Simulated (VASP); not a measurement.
# ZrSb3 (Pm-3m) in VASP: single point with PBE

Aim: the single point of ZrSb3 with PBE.

Everything below comes from runs of VASP 6.6.1. Logs are shortened: lines on timing, memory, paths and dates and some standing lists are left out, and cuts for length are marked.

## 1. The cell of the first run

Symmetry: Pm-3m, No. 221, cubic system. The conventional cell has a = 4.666 Å, b = 4.666 Å, c = 4.666 Å, α = 90.00°, β = 90.00°, γ = 90.00°. Within 4.3 Å of Zr (site symmetry m-3m) lie 12 Sb at 3.30 Å. Within 4.3 Å of Sb (site symmetry 4/mmm) lie 4 Zr at 3.30 Å and 8 Sb at 3.30 Å.

## 2. Single point, PBE

INCAR reads:

```
ALGO     = Normal         # electronic algorithm
EDIFF    = 1E-6           # SCF threshold, eV
ENCUT    = 520            # plane-wave cutoff, eV
GGA      = PE             # functional
ISIF     = 2              # what is computed and relaxed
ISMEAR   = 0              # smearing method
LASPH    = T              # aspherical terms in the spheres
LCHARG   = F              # write CHGCAR
LREAL    = F              # projectors in reciprocal space
LWAVE    = F              # write WAVECAR
NBANDS   = 22             # bands
NELM     = 60             # most SCF steps
PREC     = Accurate       # precision mode
SIGMA    = 0.1            # smearing width, eV
```

KPOINTS reads:

```
k-points
0
Gamma
  10 10 10
```

POSCAR reads:

```
ZrSb3
1.0
    4.6661015741      0.0000000000      0.0000000000
    0.0000000000      4.6661015741      0.0000000000
    0.0000000000      0.0000000000      4.6661015741
Zr Sb
1 3
Direct
    0.0000000000      0.0000000000      0.0000000000
    0.0000000000      0.5000000000      0.5000000000
    0.5000000000      0.0000000000      0.5000000000
    0.5000000000      0.5000000000      0.0000000000
```

Potentials or basis: VASP PAW PBE potentials, release 64 (Zr_sv, Sb).

On the command line:

```
> cat potpaw_PBE.64/Zr_sv/POTCAR potpaw_PBE.64/Sb/POTCAR > POTCAR
> mpirun -np 1 vasp_std > vasp.out
```

OUTCAR:

```text
EDIFF = 1E-6
   ENCUT = 520
   GGA = PE
   ISIF = 2
   ISMEAR = 0
   LASPH = T
   LREAL = F
   NELM = 60
   PREC = Accurate

 ion  position               nearest neighbor table
   1  0.000  0.000  0.000-   2 3.30   3 3.30   4 3.30   2 3.30   3 3.30   2 3.30   4 3.30   2 3.30
                             3 3.30   4 3.30   3 3.30   4 3.30
   2  0.000  0.500  0.500-   1 3.30   3 3.30   4 3.30   1 3.30   4 3.30   1 3.30   3 3.30   1 3.30
                             3 3.30   4 3.30   4 3.30   3 3.30
   3  0.500  0.000  0.500-   1 3.30   2 3.30   4 3.30   1 3.30   4 3.30   2 3.30   4 3.30   4 3.30
                             1 3.30   2 3.30   1 3.30   2 3.30
   4  0.500  0.500  0.000-   1 3.30   2 3.30   3 3.30   2 3.30   3 3.30   1 3.30   3 3.30   3 3.30
                             1 3.30   2 3.30   2 3.30   1 3.30

  LATTYP: Found a simple cubic cell.
 ALAT       =     4.6661015741

  Lattice vectors:

 A1 = (   4.6661015741,   0.0000000000,   0.0000000000)
 A2 = (   0.0000000000,   4.6661015741,   0.0000000000)
 A3 = (   0.0000000000,   0.0000000000,   4.6661015741)

Analysis of symmetry for initial positions (statically):
=====================================================================
 Subroutine PRICEL returns:
 Original cell was already a primitive cell.

 Routine SETGRP: Setting up the symmetry group for a
 simple cubic supercell.

 Subroutine GETGRP returns: Found 48 space group operations
 (whereof 48 operations were pure point group operations)
 out of a pool of 48 trial point group operations.

The static configuration has the point symmetry O_h .

Analysis of symmetry for dynamics (positions and initial velocities):
=====================================================================
 Subroutine PRICEL returns:
 Original cell was already a primitive cell.

 Routine SETGRP: Setting up the symmetry group for a
 simple cubic supercell.

 Subroutine GETGRP returns: Found 48 space group operations
 (whereof 48 operations were pure point group operations)
 out of a pool of 48 trial point group operations.

The dynamic configuration has the point symmetry O_h .

 Subroutine INISYM returns: Found 48 space group operations
 (whereof 48 operations are pure point group operations),
 and found     1 'primitive' translations
[... 94 lines left out ...]
   LNONCOLLINEAR =      F non collinear calculations
   LSORBIT =      F    spin-orbit coupling
   LASPH  =      T    aspherical Exc in radial PAW
   ENCUT  =  520.0 eV  38.22 Ry    6.18 a.u.   8.68  8.68  8.68*2*pi/ulx,y,z
   NELM   =     60;   NELMIN=  2; NELMDL= -5     # of ELM steps
   EDIFF  = 0.1E-05   stopping-criterion for ELM
   LREAL  =      F    real-space projection
   EDIFFG = 0.1E-04   stopping-criterion for IOM
   NSW    =      0    number of steps for IOM
   IBRION =     -1    ionic relax: 0-MD 1-quasi-New 2-CG
   NFREE  =      0    steps in history (QN), initial steepest desc. (CG)
   ISIF   =      2    stress and relaxation
   ISYM   =      2    0-nonsym 1-usesym 2-fastsym
   POTIM  = 0.5000    time-step for ionic-motion
   TEBEG  =    0.0;   TEEND  =   0.0 temperature during run
   PSTRESS=    0.0 pullay stress
   NELECT =      27.0000    total number of electrons
   NUPDOWN=      -1.0000    fix difference up-down
   EMIN   =  10.00;   EMAX   =-10.00  energy-range for DOS
   EFERMI =   0.00;   METHOD = LEGACY
   ISMEAR =     0;   SIGMA  =   0.10  broadening in eV -4-tet -1-fermi 0-gaus
   EFERMI_NEDOS =   21; number of points for ismear=-14 and -15
   IALGO  =     38    algorithm
   IMIX   =      4    mixing-type and parameters
     AMIX     =   0.40;   BMIX     =  1.00
     AMIX_MAG =   1.60;   BMIX_MAG =  1.00
  volume/ion in A,a.u.               =      25.40       171.40
  Fermi-wavevector in a.u.,A,eV,Ry     =   1.052548  1.989027 15.073313  1.107857
  Thomas-Fermi vector in A             =   2.187635
   LORBIT       =      0    0 simple, 1 ext, 2 COOP (PROOUT), +10 PAW based schemes
   GGA     = PE    functional components
   LHFCALC =     F    Hartree Fock is set to
   AEXX    =    0.0000 exact exchange contribution
   IVDW    =     0    specifies the selected vdW correction
   LEPSILON=     F    determine dielectric tensor
   LRPA    =     F    only Hartree local field effects (RPA)
 non-spin polarized calculation
 Gauss-broadening in eV      SIGMA  =   0.10
  energy-cutoff  :      520.00
  volume of cell :      101.59
 maximum number of plane-waves:      2800
 NGX is ok and might be reduce to    36
   NGX = 17   NGY = 17   NGZ = 17

 number of electron      26.9999999 magnetization

 Free energy of the ion-electron system (eV)
  ---------------------------------------------------
  ext. energy  EPLUGINS =         0.00000000
  ---------------------------------------------------
  free energy    TOTEN  =       -20.75163027 eV

  energy without entropy =      -20.73711873  energy(sigma->0) =      -20.74437450

 E-fermi :   9.3503     XC(G=0): -10.5212

 val. band max:        9.3491074374   @ k =   0.5000   0.2000   0.0000
 cond. band min:       9.3540782501   @ k =   0.5000   0.5000   0.2000
 fundamental gap:      0.0049708126
 Fermi energy:         9.3503433570

 k-point     1 :       0.0000    0.0000    0.0000
  band No.  band energies     occupation
      1     -40.7985      2.00000
      2     -18.7944      2.00000
      3     -18.7944      2.00000
      4     -18.7944      2.00000
      5      -3.3958      2.00000
      6       1.6029      2.00000
[... 589 lines left out ...]
     21      12.5962      0.00000
     22      12.9542      0.00000

 [... further k-points ...]

------------------------ aborting loop because EDIFF is reached ----------------------------------------

  FORCE on cell =-STRESS in cart. coord.  units (eV):
  Direction    XX          YY          ZZ          XY          YZ          ZX
  --------------------------------------------------------------------------------------
  -------------------------------------------------------------------------------------
  Total       -0.0073805     -0.0073805     -0.0073805     -0.0000000      0.0000000     -0.0000000
  in kB       -0.1163956     -0.1163956     -0.1163956     -0.0000000      0.0000000     -0.0000000
  external PRESSURE =      -0.1163956 kB  Pullay stress =       0.0000000 kB

 VOLUME and BASIS-vectors are now :
 -----------------------------------------------------------------------------
  energy-cutoff  :      520.00
  volume of cell :      101.59
      direct lattice vectors                 reciprocal lattice vectors
     4.666101574  0.000000000  0.000000000     0.214311666  0.000000000  0.000000000
     0.000000000  4.666101574  0.000000000     0.000000000  0.214311666  0.000000000
     0.000000000  0.000000000  4.666101574     0.000000000  0.000000000  0.214311666

 POSITION                                       TOTAL-FORCE (eV/Angst)
 -----------------------------------------------------------------------------------
      0.00000      0.00000      0.00000         0.000000      0.000000      0.000000
      0.00000      2.33305      2.33305         0.000000      0.000000      0.000000
      2.33305      0.00000      2.33305         0.000000      0.000000      0.000000
      2.33305      2.33305      0.00000         0.000000      0.000000      0.000000
 -----------------------------------------------------------------------------------
    total drift:                               -0.000000     -0.000000     -0.000000

  FREE ENERGIE OF THE ION-ELECTRON SYSTEM (eV)
  ---------------------------------------------------
  free  energy   TOTEN  =       -20.7516302685 eV

  energy  without entropy=      -20.7371187317  energy(sigma->0) =      -20.74437450
```

stdout:

```text
POSCAR found type information on POSCAR ZrSb
 POSCAR found :  2 types and       4 ions
 scaLAPACK will be used
 LDA part: xc-table for (Slater+PW92), standard interpolation
 POSCAR, INCAR and KPOINTS ok, starting setup
 FFT: planning ... GRIDC
 FFT: planning ... GRID_SOFT
 FFT: planning ... GRID
 WAVECAR not read
 entering main loop
```

Run time: 67 s. Hardware: 1 thread of Intel Xeon Platinum 8488C (Sapphire Rapids), shared host; peak memory 0.27 GiB.

What came out:

* Free energy: -20.7516 eV
* Pressure: 0.0 GPa

Levels at points of the mesh, in eV from the Fermi level:
```tsv
k point	band 12	band 13	band 14	band 15	band 16	band 17
(0.00, 0.00, 0.00)	-0.15	-0.15	0.10	0.18	0.18	0.22
(0.50, 0.00, 0.00)	-1.87	-1.87	-0.92	-0.02	0.71	0.77
(0.50, 0.50, 0.00)	-1.71	-1.23	-1.23	0.25	0.26	1.11
(0.50, 0.50, 0.50)	-0.54	0.76	0.76	1.23	1.23	1.23
```

Caveat: spin-orbit coupling is left out, which moves the levels of the heavy elements.
